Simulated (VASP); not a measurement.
Write the native input for VASP 6.6.1 that does the following.

| Property | Result |
| --- | --- |
| Task | relaxation of cell and atoms |
| Functional | PBEsol |
| Potentials or basis | VASP PAW PBE potentials, release 64 (B, N) |
| Cutoff | 600 eV |
| k mesh | 12 × 12 × 12 |
| Occupations | gaussian, width 0.02 eV |
| Spin | no spin polarisation |
| Dipole correction | no |
| Further INCAR settings | ALGO = Normal; EDIFF = 1e-07; IBRION = 2; EDIFFG = -0.005; NSW = 100; ISIF = 3 |

The structure of BN lies in POSCAR:

```
BN
1.0
    0.0000000000      1.8130010000      1.8130010000
    1.8130010000      0.0000000000      1.8130010000
    1.8130010000      1.8130010000      0.0000000000
B N
1 1
Direct
    0.0000000000      0.0000000000      0.0000000000
    0.7500000000      0.7500000000      0.7500000000
```

The input as run:

INCAR

```
SYSTEM = BN
  PREC = Accurate
  ENCUT = 600
  EDIFF = 1E-7
  ISMEAR = 0
  SIGMA = 0.02
  LREAL = .False.
  LASPH = .True.
  NELM = 80
  ALGO = Normal
  ISIF = 3
  LWAVE = .False.
  LCHARG = .False.
  GGA = PS
  IBRION = 2
  NSW = 100
  EDIFFG = -0.005
```

KPOINTS

```
Automatic mesh
0
Gamma
  12 12 12
  0 0 0
```

Potentials or basis: VASP PAW PBE potentials, release 64 (B, N).

Run with:

```bash
$ cat potpaw_PBE.64/B/POTCAR potpaw_PBE.64/N/POTCAR > POTCAR
$ mpirun -np 1 vasp_std > vasp.out
```

It gave:

```yaml
Relaxed_volume: 5.86 Å³/atom
Relaxed_cell: a = 2.550 Å, b = 2.550 Å, c = 2.550 Å, α = 60.00°, β = 60.00°, γ = 60.00°
Space_group_after_relaxing_to_0.05_Å: F-43m (No. 216)
Energy_gained_by_relaxing: 1.8 meV/atom
Ionic_steps: 3
Pressure_after_relaxing: 0.0 GPa
Band_gap_on_the_k_mesh: 4.28 eV, indirect (least direct gap 8.79 eV)
```

Caveat: the PAW data sets were made with another functional, which shifts forces and pressure a little.

It took 6.8 s on 1 thread of Intel(R) Xeon(R) 6975P-C (Granite Rapids), on a shared host, peak memory 0.12 GiB.
